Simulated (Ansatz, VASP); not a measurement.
## PbSe in VASP and in Ansatz

File INCAR:

```
PREC = Accurate
ENCUT = 520
EDIFF = 1E-8
ISMEAR = -1
SIGMA = 0.02
LREAL = False
LASPH = True
NELM = 60
ALGO = Normal
ISIF = 2
LWAVE = False
LCHARG = False
GGA = PS
LEFG = True
NBANDS = 17
```

Contents of KPOINTS:

```
Automatic mesh
0
Gamma
  7 7 7
```

Contents of POSCAR:

```
PbSe
1.0
    0.0000000000      3.0723233306      3.0723233306
    3.0723233306      0.0000000000      3.0723233306
    3.0723233306      3.0723233306      0.0000000000
Pb Se
1 1
Direct
    0.0000000000      0.0000000000      0.0000000000
    0.5000000000      0.5000000000      0.5000000000
```

Input for Ansatz:

```yaml
crystal:
  lattice:
    - [0.0, 3.0723233306, 3.0723233306]
    - [3.0723233306, 0.0, 3.0723233306]
    - [3.0723233306, 3.0723233306, 0.0]
  atoms:
    - { symbol: Pb, position: [0.0, 0.0, 0.0] }
    - { symbol: Se, position: [0.5, 0.5, 0.5] }
kpoints:
  mp_grid: { grid: [7, 7, 7] }
scf:
  occupations: { method: fermi_dirac, width: 0.02 }
hamiltonian:
  xc: pbesol
  pseudopotentials: { kind: paw }
output:
  forces: true
  stress: true
  eigenvalues: true
  efg: { contact_densities: true }
```

Change from the starting cell: volume scaled by 1.01, PAW files.

Alike in both runs: task electric field gradients; functional PBEsol; k mesh 7 × 7 × 7; occupations fermi-dirac, width 0.02 eV; no spin polarisation.

|  | VASP | Ansatz |
| --- | --- | --- |
| version | VASP 6.6.1 | Ansatz 0.2.0 |
| potentials or method | VASP PAW PBE potentials, release 64 (Pb_d, Se) | PAW with Ansatz's default frozen-core files, scalar-relativistic |
| plane-wave cutoff (eV) | 520 | 420 |
| valence electrons in the cell | 20 | 30 |

|  | VASP | Ansatz | Ansatz less VASP |
| --- | --- | --- | --- |
| pressure (GPa) | -1.1 | -1.1 | 0.00 |

VASP's potentials were made for PBE, not for PBEsol. VASP's potentials hold 20 valence electrons a cell and Ansatz's 30, so a difference there can come from the potentials and not from the codes.

Neither program's run includes spin-orbit coupling.
